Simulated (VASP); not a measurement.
# Nb (Fm-3m) in VASP: notebook

Nb is run at these levels: LDA; tasks: single point, relaxation of volume and atoms at fixed shape.

Everything below comes from runs of VASP 6.6.1. Logs are shortened: lines on timing, memory, paths and dates and some standing lists are left out, and cuts for length are marked.

## (1) The cell of the first run

The structure is cubic, space group Fm-3m (No. 225). Conventional cell: a = 4.148 Å, b = 4.148 Å, c = 4.148 Å, α = 90.00°, β = 90.00°, γ = 90.00°. Within 3.9 Å of Nb (site symmetry m-3m) lie 12 Nb at 2.93 Å.

This isn't the form of Nb at room conditions, which is bcc.

## (2) Single point, LDA

INCAR

```
SYSTEM = Nb
  ALGO = Normal
  EDIFF = 1E-6
  ENCUT = 500
  GGA_COMPAT = .FALSE.
  ISIF = 2
  ISMEAR = -1
  LASPH = .TRUE.
  LCHARG = .TRUE.
  LELF = .TRUE.
  LREAL = .FALSE.
  LVHAR = .TRUE.
  LWAVE = .FALSE.
  NBANDS = 12
  NELM = 120
  PREC = Accurate
  SIGMA = 0.05
```

KPOINTS

```
k-points
0
G
  9 9 9
  0 0 0
```

POSCAR

```
Nb
1.0
    0.0000000000      2.0741789333      2.0741789333
    2.0741789333      0.0000000000      2.0741789333
    2.0741789333      2.0741789333      0.0000000000
Nb
1
Direct
    0.0000000000      0.0000000000      0.0000000000
```

Potentials or basis: VASP PAW LDA potentials, release 64 (Nb_sv).

Started as:

```bash
> cat potpaw_LDA.64/Nb_sv/POTCAR > POTCAR
> mpirun -np 1 vasp_std > vasp.out
```

OUTCAR:

```text
SYSTEM = Nb
   EDIFF = 1E-6
   ENCUT = 500
   ISIF = 2
   ISMEAR = -1
   LASPH = .TRUE.
   LREAL = .FALSE.
   NELM = 120
   PREC = Accurate

 ion  position               nearest neighbor table
   1  0.000  0.000  0.000-

  LATTYP: Found a face centered cubic cell.
 ALAT       =     4.1483578666

  Lattice vectors:

 A1 = (   0.0000000000,   2.0741789333,   2.0741789333)
 A2 = (   2.0741789333,   0.0000000000,   2.0741789333)
 A3 = (   2.0741789333,   2.0741789333,   0.0000000000)

Analysis of symmetry for initial positions (statically):
=====================================================================
 Subroutine PRICEL returns:
 Original cell was already a primitive cell.

 Routine SETGRP: Setting up the symmetry group for a
 face centered cubic supercell.

 Subroutine GETGRP returns: Found 48 space group operations
 (whereof 48 operations were pure point group operations)
 out of a pool of 48 trial point group operations.

The static configuration has the point symmetry O_h .

Analysis of symmetry for dynamics (positions and initial velocities):
=====================================================================
 Subroutine PRICEL returns:
 Original cell was already a primitive cell.

 Routine SETGRP: Setting up the symmetry group for a
 face centered cubic supercell.

 Subroutine GETGRP returns: Found 48 space group operations
 (whereof 48 operations were pure point group operations)
 out of a pool of 48 trial point group operations.

The dynamic configuration has the point symmetry O_h .

 Subroutine INISYM returns: Found 48 space group operations
 (whereof 48 operations are pure point group operations),
 and found     1 'primitive' translations

----------------------------------------------------------------------------------------

                                     Primitive cell

  volume of cell :      17.8471

  direct lattice vectors                    reciprocal lattice vectors
     0.000000000  2.074178933  2.074178933    -0.241059241  0.241059241  0.241059241
     2.074178933  0.000000000  2.074178933     0.241059241 -0.241059241  0.241059241
     2.074178933  2.074178933  0.000000000     0.241059241  0.241059241 -0.241059241

  length of vectors
     2.933331978  2.933331978  2.933331978     0.417526854  0.417526854  0.417526854

  position of ions in fractional coordinates (direct lattice)
     0.000000000  0.000000000  0.000000000

  ion indices of the primitive-cell ions
   primitive index   ion index
                 1           1

----------------------------------------------------------------------------------------

 KPOINTS: k-points

Automatic generation of k-mesh.
 Grid dimensions read from file:
 generate k-points for:    9    9    9

 Generating k-lattice:

  Cartesian coordinates                     Fractional coordinates (reciprocal lattice)
    -0.026784360  0.026784360  0.026784360     0.111111111  0.000000000  0.000000000
     0.026784360 -0.026784360  0.026784360     0.000000000  0.111111111  0.000000000
     0.026784360  0.026784360 -0.026784360     0.000000000  0.000000000  0.111111111

  Length of vectors
     0.046391873  0.046391873  0.046391873

  Shift w.r.t. Gamma in fractional coordinates (k-lattice)
     0.000000000  0.000000000  0.000000000

 Subroutine IBZKPT returns following result:
 ===========================================

 Found     35 irreducible k-points:

 Following reciprocal coordinates:
            Coordinates               Weight
  0.000000  0.000000  0.000000      1.000000
  0.111111  0.000000  0.000000      8.000000
  0.222222  0.000000  0.000000      8.000000
  0.333333  0.000000  0.000000      8.000000
  0.444444  0.000000  0.000000      8.000000
  0.111111  0.111111  0.000000      6.000000
[... 16 lines left out ...]
 -0.333333  0.333333  0.000000     12.000000
  0.444444  0.444444  0.000000      6.000000
 [... further k-points ...]
   k-points           NKPTS =     35   k-points in BZ     NKDIM =     35   number of bands    NBANDS=     12
   number of dos      NEDOS =    301   number of ions     NIONS =      1
   total plane-waves  NPLWV =  13824
   dimension x,y,z NGX =    24 NGY =   24 NGZ =   24
   dimension x,y,z NGXF=    48 NGYF=   48 NGZF=   48
   ions per type =               1
   NGX,Y,Z   is equivalent  to a cutoff of  13.60, 13.60, 13.60 a.u.
   NGXF,Y,Z  is equivalent  to a cutoff of  27.20, 27.20, 27.20 a.u.
 SYSTEM =  Nb
   PREC   = accura    normal or accurate (medium, high low for compatibility)
   ISTART =      0    job   : 0-new  1-cont  2-samecut
   ICHARG =      2    charge: 1-file 2-atom 10-const
   ISPIN  =      1    spin polarized calculation?
   LNONCOLLINEAR =      F non collinear calculations
   LSORBIT =      F    spin-orbit coupling
   LASPH  =      T    aspherical Exc in radial PAW
   ENCUT  =  500.0 eV  36.75 Ry    6.06 a.u.   5.35  5.35  5.35*2*pi/ulx,y,z
   NELM   =    120;   NELMIN=  2; NELMDL= -5     # of ELM steps
   EDIFF  = 0.1E-05   stopping-criterion for ELM
   LREAL  =      F    real-space projection
   EDIFFG = 0.1E-04   stopping-criterion for IOM
   NSW    =      0    number of steps for IOM
   IBRION =     -1    ionic relax: 0-MD 1-quasi-New 2-CG
   NFREE  =      0    steps in history (QN), initial steepest desc. (CG)
   ISIF   =      2    stress and relaxation
   ISYM   =      2    0-nonsym 1-usesym 2-fastsym
   POTIM  = 0.5000    time-step for ionic-motion
   TEBEG  =    0.0;   TEEND  =   0.0 temperature during run
   PSTRESS=    0.0 pullay stress
   NELECT =      13.0000    total number of electrons
   NUPDOWN=      -1.0000    fix difference up-down
   EMIN   =  10.00;   EMAX   =-10.00  energy-range for DOS
   EFERMI =   0.00;   METHOD = LEGACY
   ISMEAR =    -1;   SIGMA  =   0.05  broadening in eV -4-tet -1-fermi 0-gaus
   EFERMI_NEDOS =   21; number of points for ismear=-14 and -15
   IALGO  =     38    algorithm
   IMIX   =      4    mixing-type and parameters
     AMIX     =   0.40;   BMIX     =  1.00
     AMIX_MAG =   1.60;   BMIX_MAG =  1.00
  volume/ion in A,a.u.               =      17.85       120.44
  Fermi-wavevector in a.u.,A,eV,Ry     =   1.472990  2.783547 29.520545  2.169699
  Thomas-Fermi vector in A             =   2.587937
   LORBIT       =      0    0 simple, 1 ext, 2 COOP (PROOUT), +10 PAW based schemes
   GGA     = CA    functional components
   LHFCALC =     F    Hartree Fock is set to
   AEXX    =    0.0000 exact exchange contribution
   IVDW    =     0    specifies the selected vdW correction
   LEPSILON=     F    determine dielectric tensor
   LRPA    =     F    only Hartree local field effects (RPA)
 non-spin polarized calculation
  energy-cutoff  :      500.00
  volume of cell :       17.85
 maximum number of plane-waves:       465
 NGX is ok and might be reduce to    24
   NGX = 11   NGY = 11   NGZ = 11

 number of electron      13.0000000 magnetization

 Free energy of the ion-electron system (eV)
  ---------------------------------------------------
  ext. energy  EPLUGINS =         0.00000000
  ---------------------------------------------------
  free energy    TOTEN  =       -10.87958262 eV

  energy without entropy =      -10.86220139  energy(sigma->0) =      -10.87089200

 E-fermi :  11.4691     XC(G=0): -12.7664

 val. band max:       11.4377443850   @ k =   0.3333   0.1111   0.0000
 cond. band min:      11.4868613695   @ k =   0.4444   0.3333   0.1111
 fundamental gap:      0.0491169845
 Fermi energy:        11.4690572263

 k-point     1 :       0.0000    0.0000    0.0000
  band No.  band energies     occupation
      1     -42.9616      2.00000
      2     -18.4002      2.00000
      3     -18.4002      2.00000
      4     -18.4002      2.00000
      5       5.1703      2.00000
      6      11.5269      0.47842
      7      11.5269      0.47842
      8      11.5269      0.47842
      9      14.2865      0.00000
     10      14.2865      0.00000
     11      23.4131      0.00000
     12      28.3417      0.00000

 k-point     2 :       0.1111    0.0000    0.0000
  band No.  band energies     occupation
      1     -42.9337      2.00000
      2     -18.5773      2.00000
      3     -18.4219      2.00000
      4     -18.4219      2.00000
      5       5.6450      2.00000
      6      11.1844      1.99329
      7      11.7337      0.01001
      8      11.7337      0.01001
      9      14.1119      0.00000
     10      14.1119      0.00000
     11      24.3362      0.00000
     12      26.8297      0.00000

 k-point     3 :       0.2222    0.0000    0.0000
  band No.  band energies     occupation
      1     -42.8625      2.00000
      2     -19.0105      2.00000
      3     -18.4763      2.00000
      4     -18.4763      2.00000
      5       6.7565      2.00000
      6      10.7360      2.00000
      7      11.9481      0.00014
      8      11.9481      0.00014
      9      14.1797      0.00000
     10      14.1797      0.00000
     11      24.3719      0.00000
     12      26.8105      0.00000
[... 286 lines left out ...]
 k-point    23 :      -0.3333    0.3333    0.0000
  band No.  band energies     occupation
      1     -42.6582      2.00000
      2     -19.3587      2.00000
      3     -19.3449      2.00000
      4     -18.7268      2.00000
      5       8.7117      2.00000
      6       9.7126      2.00000
      7      11.2567      1.97181
      8      13.6107      0.00000
      9      15.4489      0.00000
     10      19.4397      0.00000
     11      23.4080      0.00000
     12      24.4426      0.00000

 k-point    24 :       0.4444    0.4444    0.0000
  band No.  band energies     occupation
      1     -42.6487      2.00000
      2     -19.6824      2.00000
      3     -18.8863      2.00000
      4     -18.8863      2.00000
      5       7.2305      2.00000
      6       7.9799      2.00000
      7      14.9852      0.00000
      8      16.3149      0.00000
      9      16.6790      0.00000
     10      16.6790      0.00000
     11      23.6555      0.00000
     12      23.6555      0.00000

 [... further k-points ...]

------------------------ aborting loop because EDIFF is reached ----------------------------------------

  FORCE on cell =-STRESS in cart. coord.  units (eV):
  Direction    XX          YY          ZZ          XY          YZ          ZX
  --------------------------------------------------------------------------------------
  -------------------------------------------------------------------------------------
  Total       -0.0193246     -0.0193246     -0.0193246      0.0000000      0.0000000      0.0000000
  in kB       -1.7348150     -1.7348150     -1.7348150      0.0000000      0.0000000      0.0000000
  external PRESSURE =      -1.7348150 kB  Pullay stress =       0.0000000 kB

 VOLUME and BASIS-vectors are now :
 -----------------------------------------------------------------------------
  energy-cutoff  :      500.00
  volume of cell :       17.85
      direct lattice vectors                 reciprocal lattice vectors
     0.000000000  2.074178933  2.074178933    -0.241059241  0.241059241  0.241059241
     2.074178933  0.000000000  2.074178933     0.241059241 -0.241059241  0.241059241
     2.074178933  2.074178933  0.000000000     0.241059241  0.241059241 -0.241059241

 POSITION                                       TOTAL-FORCE (eV/Angst)
 -----------------------------------------------------------------------------------
      0.00000      0.00000      0.00000         0.000000      0.000000      0.000000
 -----------------------------------------------------------------------------------
    total drift:                                0.000000      0.000000     -0.000000

  FREE ENERGIE OF THE ION-ELECTRON SYSTEM (eV)
  ---------------------------------------------------
  free  energy   TOTEN  =       -10.8795826154 eV

  energy  without entropy=      -10.8622013892  energy(sigma->0) =      -10.87089200
```

It took 3.3 s on 1 thread of Intel Xeon 6975P-C (Granite Rapids), shared host; peak memory 0.12 GiB.

What came out:

* Free energy: -10.8796 eV
* Pressure: -0.2 GPa
* Band gap on the k mesh: zero (an odd number of electrons rules out a gap without spin polarisation)

## (3) Relaxation of volume and atoms at fixed shape, LDA

This run uses another cell than the first one, of 18.39 Å³/atom.

INCAR

```
SYSTEM = Nb
ALGO = Normal
EDIFF = 1E-7
EDIFFG = -0.02
ENCUT = 500
GGA_COMPAT = .False.
IBRION = 2
ISIF = 8
ISMEAR = -1
LASPH = .True.
LCHARG = .False.
LREAL = .False.
LWAVE = .False.
NELM = 120
NELMIN = 4
NSW = 80
PREC = Accurate
SIGMA = 0.05
```

KPOINTS

```
k-points
0
Gamma
  9 9 9
  0 0 0
```

POSCAR

```
Nb
1.0
    0.0000000000      2.0950000000      2.0950000000
    2.0950000000      0.0000000000      2.0950000000
    2.0950000000      2.0950000000      0.0000000000
Nb
1
Direct
    0.0000000000      0.0000000000      0.0000000000
```

Potentials or basis: VASP PAW LDA potentials, release 64 (Nb_sv).

Started as:

```bash
> cat potpaw_LDA.64/Nb_sv/POTCAR > POTCAR
> mpirun -np 1 vasp_std > vasp.out
```

Run time: 6.5 s. Hardware: 1 thread of Intel Xeon 6975P-C (Granite Rapids), shared host; peak memory 0.14 GiB.

Results (log left out):

```
Free energy                           : -10.8801 eV
Relaxed volume                        : 17.84 Å³/atom
Relaxed cell                          : a = 2.933 Å, b = 2.933 Å, c = 2.933 Å, α = 60.00°, β = 60.00°, γ = 60.00°
Space group after relaxing (to 0.1 Å) : Fm-3m (No. 225)
Energy gained by relaxing             : 9.3 meV/atom
Ionic steps                           : 3
Pressure after relaxing               : -0.1 GPa
Band gap on the k mesh                : zero (an odd number of electrons rules out a gap without spin polarisation)
```

Step by step:
```csv
step,energy change (eV),largest force (eV/Å),pressure (GPa),volume (Å³)
1,0.0000,0.0000,-5.24,18.39
2,0.0239,0.0000,11.04,16.83
3,-0.0093,0.0000,-0.10,17.84
```

Final structure:
```
CELL_PARAMETERS angstrom
0.00000 2.07402 2.07402
2.07402 0.00000 2.07402
2.07402 2.07402 0.00000
ATOMIC_POSITIONS crystal
Nb 0.00000 0.00000 0.00000
```

Levels at points of the mesh, in eV from the Fermi level:
| k point | band 2 | band 3 | band 4 | band 5 | band 6 | band 7 | band 8 | band 9 | band 10 |
| --- | --- | --- | --- | --- | --- | --- | --- | --- | --- |
| (0.00, 0.00, 0.00) | -29.87 | -29.87 | -29.87 | -6.30 | 0.06 | 0.06 | 0.06 | 2.82 | 2.82 |
